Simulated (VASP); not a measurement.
# MgI2 in VASP: notebook, part 2 of 2

VASP 6.6.1. The steps go on from the part before.

### 3 Electric field gradients, PBEsol (zz strain of -2 %)

The input, INCAR:

```
PREC = Accurate ; ENCUT = 520
EDIFF = 1E-8 ; ISMEAR = -1
SIGMA = 0.03 ; LREAL = F
LASPH = T ; NELM = 100
ALGO = Normal ; ISIF = 2
LWAVE = F ; LCHARG = F
GGA = PS ; LEFG = T
NBANDS = 15
```

The input, KPOINTS:

```
Automatic mesh
0
Gamma
  7 7 4
```

The input, POSCAR:

```
MgI2
1.0
    4.1537001214      0.0000000000      0.0000000000
   -2.0768500607      3.5972098248      0.0000000000
    0.0000000000      0.0000000000      6.7247600000
Mg I
1 2
Direct
    0.0000000000      0.0000000000      0.0000000000
    0.3333333333      0.6666666667      0.7576300000
    0.6666666667      0.3333333333      0.2423700000
```

Potentials or basis: VASP PAW PBE potentials, release 64 (Mg, I).

On the command line:

```bash
cat potpaw_PBE.64/Mg/POTCAR potpaw_PBE.64/I/POTCAR > POTCAR
mpirun -np 1 vasp_std > vasp.out
```

OUTCAR:

```text
PREC = Accurate
   ENCUT = 520
   EDIFF = 1E-8
   ISMEAR = -1
   LREAL = F
   LASPH = T
   NELM = 100
   ISIF = 2
   GGA = PS

 ion  position               nearest neighbor table
   1  0.000  0.000  0.000-   2 2.90   3 2.90   2 2.90   3 2.90   3 2.90   2 2.90
   2  0.333  0.667  0.758-   1 2.90   1 2.90   1 2.90
   3  0.667  0.333  0.242-   1 2.90   1 2.90   1 2.90

  LATTYP: Found a hexagonal cell.
 ALAT       =     4.1537001214
 C/A-ratio  =     1.6189806205

  Lattice vectors:

 A1 = (   4.1537001214,   0.0000000000,   0.0000000000)
 A2 = (  -2.0768500607,   3.5972098248,   0.0000000000)
 A3 = (   0.0000000000,   0.0000000000,   6.7247600000)

Analysis of symmetry for initial positions (statically):
=====================================================================
 Subroutine PRICEL returns:
 Original cell was already a primitive cell.

 Routine SETGRP: Setting up the symmetry group for a
 hexagonal supercell.

 Subroutine GETGRP returns: Found 12 space group operations
 (whereof 12 operations were pure point group operations)
 out of a pool of 24 trial point group operations.
[... 9 lines left out ...]
 hexagonal supercell.

 Subroutine GETGRP returns: Found 12 space group operations
 (whereof 12 operations were pure point group operations)
 out of a pool of 24 trial point group operations.

The dynamic configuration has the point symmetry D_3d.

 Subroutine INISYM returns: Found 12 space group operations
 (whereof 12 operations are pure point group operations),
 and found     1 'primitive' translations

----------------------------------------------------------------------------------------

                                     Primitive cell

[... 567 lines left out ...]
      5       1.1228      2.00000
      6       1.2695      2.00000
      7       1.5942      2.00000
      8       1.6761      2.00000
      9       5.9962      0.00000
     10       7.5184      0.00000
     11       8.1886      0.00000
     12       8.5406      0.00000
     13      10.1710      0.00000
     14      12.2931      0.00000
     15      12.5324      0.00000

 [... further k-points ...]
[... 5 lines left out ...]
  --------------------------------------------------------------------------------------
  -------------------------------------------------------------------------------------
  Total        0.0529822      0.0529822      0.6476850      0.0000000      0.0000000      0.0000000
  in kB        0.8448181      0.8448181     10.3275357      0.0000000      0.0000000      0.0000000
  external PRESSURE =       4.0057240 kB  Pullay stress =       0.0000000 kB

 VOLUME and BASIS-vectors are now :
 -----------------------------------------------------------------------------
  energy-cutoff  :      520.00
  volume of cell :      100.48
      direct lattice vectors                 reciprocal lattice vectors
     4.153700121  0.000000000  0.000000000     0.240749205  0.138996618  0.000000000
    -2.076850061  3.597209825  0.000000000     0.000000000  0.277993236  0.000000000
     0.000000000  0.000000000  6.724760000     0.000000000  0.000000000  0.148704192

 POSITION                                       TOTAL-FORCE (eV/Angst)
 -----------------------------------------------------------------------------------
      0.00000      0.00000      0.00000        -0.000000      0.000000      0.000000
     -0.00000      2.39814      5.09488         0.000000     -0.000000     -0.111107
      2.07685      1.19907      1.62988        -0.000000      0.000000      0.111107
 -----------------------------------------------------------------------------------
    total drift:                               -0.000000      0.000000     -0.000000

  FREE ENERGIE OF THE ION-ELECTRON SYSTEM (eV)
  ---------------------------------------------------
  free  energy   TOTEN  =        -8.4133269058 eV

  energy  without entropy=       -8.4133269057  energy(sigma->0) =       -8.41332691

 Electric field gradients (V/A^2)
---------------------------------------------------------------------
 ion       V_xx      V_yy      V_zz      V_xy      V_xz      V_yz
---------------------------------------------------------------------
   1      -0.339    -0.339     0.678    -0.000     0.000    -0.000
   2      33.384    33.383   -66.767    -0.000    -0.000     0.000
   3      33.384    33.383   -66.767    -0.000    -0.000     0.000
---------------------------------------------------------------------

 Electric field gradients after diagonalization (V/A^2)
 (convention: |V_zz| > |V_xx| > |V_yy|)
----------------------------------------------------------------------
 ion       V_xx      V_yy      V_zz     asymmetry (V_yy - V_xx)/ V_zz
----------------------------------------------------------------------
   1      -0.339    -0.339     0.678       0.000
   2      33.384    33.383   -66.767       0.000
   3      33.384    33.383   -66.767       0.000
----------------------------------------------------------------------

           NMR quadrupolar parameters

 Cq : quadrupolar parameter    Cq=e*Q*V_zz/h
 eta: asymmetry parameters     (V_yy - V_xx)/ V_zz
 Q  : nuclear electric quadrupole moment in mb (millibarn)
----------------------------------------------------------------------
 ion       Cq(MHz)       eta       Q (mb)
----------------------------------------------------------------------
   1       0.002       0.000       1.000
   2      -0.161       0.000       1.000
   3      -0.161       0.000       1.000
----------------------------------------------------------------------
```

stdout:

```text
POSCAR found type information on POSCAR MgI
 POSCAR found :  2 types and       3 ions
 scaLAPACK will be used
 -----------------------------------------------------------------------------
|                                                                             |
|                                                                             |
|     You enforced a specific xc type in the INCAR file but a different       |
|     I HOPE YOU KNOW WHAT YOU ARE DOING!                                     |
|                                                                             |
 -----------------------------------------------------------------------------

 LDA part: xc-table for (Slater+PW92), standard interpolation
 POSCAR, INCAR and KPOINTS ok, starting setup
 FFT: planning ... GRIDC
 FFT: planning ... GRID_SOFT
 FFT: planning ... GRID
 WAVECAR not read
 entering main loop
ion   1

ion   2

ion   3
```

Run time: 22 s. Hardware: 1 thread of Intel Xeon 6975P-C (Granite Rapids), shared host; peak memory 0.24 GiB.

Results:

```yaml
Free_energy: -8.4133 eV
Pressure: 0.4 GPa
Largest_force: 0.111 eV/Å
Band_gap_on_the_k_mesh: 3.36 eV, indirect (least direct gap 3.52 eV)
```

Forces on the atoms (eV/Å):
```
Mg   0.000  0.000  0.000
I    0.000  0.000 -0.111
I    0.000  0.000  0.111
```

Stress tensor (GPa, compression positive):
```
0.08 0.00 0.00
0.00 0.08 0.00
0.00 0.00 1.03
```

Levels at points of the mesh, in eV from the valence-band top:
| k point | band 6 | band 7 | band 8 | band 9 | band 10 | band 11 |
| --- | --- | --- | --- | --- | --- | --- |
| (0.00, 0.00, 0.00) | -0.24 | -0.24 | 0.00 | 3.52 | 4.45 | 6.47 |
| (0.00, 0.00, 0.50) | -0.55 | -0.35 | -0.35 | 4.48 | 4.58 | 6.26 |

Electric field gradients, principal values (V/Å²):
```csv
atom,least,middle,greatest (by size)
1 Mg,-0.339,-0.339,0.678
2 I,33.383,33.384,-66.767
3 I,33.383,33.384,-66.767
```

Caveat: the cell differs from its parent crystal (zz strain of -2 %); without QUAD_EFG the Cq values of the log hold for a quadrupole moment of 1 mb, not for the nuclei; the PAW data sets were made with another functional, which shifts forces and pressure a little; spin-orbit coupling is left out, which moves the levels of the heavy elements; this functional lacks dispersion, which binds the layers, so the pressure and a relaxed spacing across them are unreliable.

### 4 Electric field gradients, PBEsol (equal xy, yz and zx shear strains of -1 %)

The input, INCAR:

```
SYSTEM = MgI2
PREC = Accurate
ENCUT = 520
EDIFF = 1E-8
ISMEAR = -1
SIGMA = 0.03
LREAL = .False.
LASPH = .True.
NELM = 100
ALGO = Normal
ISIF = 2
LWAVE = .False.
LCHARG = .False.
GGA = PS
LEFG = .True.
NBANDS = 15
```

The input, KPOINTS:

```
regular mesh
0
Gamma
  7 7 4
  0 0 0
```

The input, POSCAR:

```
MgI2
1.0
    4.1537001214     -0.0207685006     -0.0207685006
   -2.0948361098      3.6075940751     -0.0076017988
   -0.0343100000     -0.0343100000      6.8620000000
Mg I
1 2
Direct
    0.0000000000      0.0000000000      0.0000000000
    0.3333333333      0.6666666667      0.7576300000
    0.6666666667      0.3333333333      0.2423700000
```

Potentials or basis: VASP PAW PBE potentials, release 64 (Mg, I).

On the command line:

```bash
cat potpaw_PBE.64/Mg/POTCAR potpaw_PBE.64/I/POTCAR > POTCAR
mpirun -np 1 vasp_std > vasp.out
```

OUTCAR:

```text
SYSTEM = MgI2
   PREC = Accurate
   ENCUT = 520
   EDIFF = 1E-8
   ISMEAR = -1
   LREAL = .False.
   LASPH = .True.
   NELM = 100
   ISIF = 2
   GGA = PS

 ion  position               nearest neighbor table
   1  0.000  0.000  0.000-   3 2.89   2 2.89   3 2.93   2 2.93   3 2.93   2 2.93
   2  0.333  0.667  0.758-   1 2.89   1 2.93   1 2.93
   3  0.667  0.333  0.242-   1 2.89   1 2.93   1 2.93

  LATTYP: Found a triclinic cell.
 ALAT       =     4.1358244153
 B/A-ratio  =     1.0043472705
 C/A-ratio  =     1.6592028236
 COS(alpha) =     0.0099745013
 COS(beta)  =     0.0136846555
 COS(gamma) =     0.4934979113

  Lattice vectors:

 A1 = (   2.0588640116,   3.5868255745,  -0.0283702994)
 A2 = (   4.1537001214,  -0.0207685006,  -0.0207685006)
 A3 = (   0.0343100000,   0.0343100000,  -6.8620000000)

[... 631 lines left out ...]
     4.153700121 -0.020768501 -0.020768501     0.241459814  0.140213459  0.001908366
    -2.094836110  3.607594075 -0.007601799     0.001397021  0.278007206  0.001397021
    -0.034310000 -0.034310000  6.862000000     0.000732349  0.000732349  0.145737431

 POSITION                                       TOTAL-FORCE (eV/Angst)
 -----------------------------------------------------------------------------------
      0.00000      0.00000      0.00000         0.000000     -0.000000      0.000000
     -0.03798      2.37215      5.18687        -0.031106     -0.028202      0.035975
      2.06254      1.18037      1.64676         0.031106      0.028202     -0.035975
 -----------------------------------------------------------------------------------
    total drift:                               -0.000000      0.000000     -0.000000

  FREE ENERGIE OF THE ION-ELECTRON SYSTEM (eV)
  ---------------------------------------------------
  free  energy   TOTEN  =        -8.4185412769 eV

  energy  without entropy=       -8.4185412769  energy(sigma->0) =       -8.41854128

 Electric field gradients (V/A^2)
---------------------------------------------------------------------
 ion       V_xx      V_yy      V_zz      V_xy      V_xz      V_yz
---------------------------------------------------------------------
   1      -0.781     0.514     0.267    -0.972    -1.457    -0.768
   2      29.652    19.315   -48.966     1.776     3.105    -1.365
   3      29.652    19.315   -48.966     1.776     3.105    -1.365
---------------------------------------------------------------------

 Electric field gradients after diagonalization (V/A^2)
 (convention: |V_zz| > |V_xx| > |V_yy|)
----------------------------------------------------------------------
 ion       V_xx      V_yy      V_zz     asymmetry (V_yy - V_xx)/ V_zz
----------------------------------------------------------------------
   1       1.307     1.034    -2.342       0.117
   2      30.051    19.068   -49.119       0.224
   3      30.051    19.068   -49.119       0.224
----------------------------------------------------------------------

           NMR quadrupolar parameters

 Cq : quadrupolar parameter    Cq=e*Q*V_zz/h
 eta: asymmetry parameters     (V_yy - V_xx)/ V_zz
 Q  : nuclear electric quadrupole moment in mb (millibarn)
----------------------------------------------------------------------
 ion       Cq(MHz)       eta       Q (mb)
----------------------------------------------------------------------
   1      -0.006       0.117       1.000
   2      -0.119       0.224       1.000
   3      -0.119       0.224       1.000
----------------------------------------------------------------------
```

stdout:

```text
POSCAR found type information on POSCAR MgI
 POSCAR found :  2 types and       3 ions
 scaLAPACK will be used
 -----------------------------------------------------------------------------
|                                                                             |
|                                                                             |
|     You enforced a specific xc type in the INCAR file but a different       |
|     I HOPE YOU KNOW WHAT YOU ARE DOING!                                     |
|                                                                             |
 -----------------------------------------------------------------------------

 LDA part: xc-table for (Slater+PW92), standard interpolation
 POSCAR, INCAR and KPOINTS ok, starting setup
 FFT: planning ... GRIDC
 FFT: planning ... GRID_SOFT
 FFT: planning ... GRID
 WAVECAR not read
 entering main loop
ion   1
     0.0000337     0.0577523     0.0450384    -0.0301408     0.0871197     0.0399225
     0.0000464     0.0577523     0.0450384    -0.0301408     0.0871197     0.0399225
     0.0000638     0.0577523     0.0450384    -0.0301408     0.0871197     0.0399226
     0.0000879     0.0577523     0.0450384    -0.0301408     0.0871197     0.0399226
[... 23 lines left out ...]
     0.0000584    -1.6068284     1.2645358    38.7814636    -2.8158085    -4.7191497
     0.0000804    -1.6066328     1.2643800    38.7768974    -2.8154638    -4.7185775
     0.0001108    -1.6063244     1.2641332    38.7696938    -2.8149201    -4.7176741
     0.0001525    -1.6058403     1.2637438    38.7583786    -2.8140663    -4.7162542
```

It took 2 min on 1 thread of Intel Xeon Platinum 8259CL at 2.50GHz (Skylake/Cascade Lake), shared host; peak memory 0.33 GiB.

Results:

```yaml
Free_energy: -8.4185 eV
Pressure: -0.2 GPa
Largest_force: 0.055 eV/Å
Band_gap_on_the_k_mesh: 3.44 eV, indirect (least direct gap 3.57 eV)
```

Forces in eV/Å, atoms in the order of the input:
```
Mg   0.000  0.000  0.000
I   -0.031 -0.028  0.036
I    0.031  0.028 -0.036
```

Electric field gradients, principal values (V/Å²):
```
atom   least  middle  greatest (by size)
1 Mg   1.034   1.307              -2.342
 2 I  19.068  30.051             -49.119
 3 I  19.068  30.051             -49.119
```

Caveat: the cell differs from its parent crystal (equal xy, yz and zx shear strains of -1 %); without QUAD_EFG the Cq values of the log hold for a quadrupole moment of 1 mb, not for the nuclei; the PAW data sets were made with another functional, which shifts forces and pressure a little; spin-orbit coupling is left out, which moves the levels of the heavy elements. A k mesh can miss the band edges.
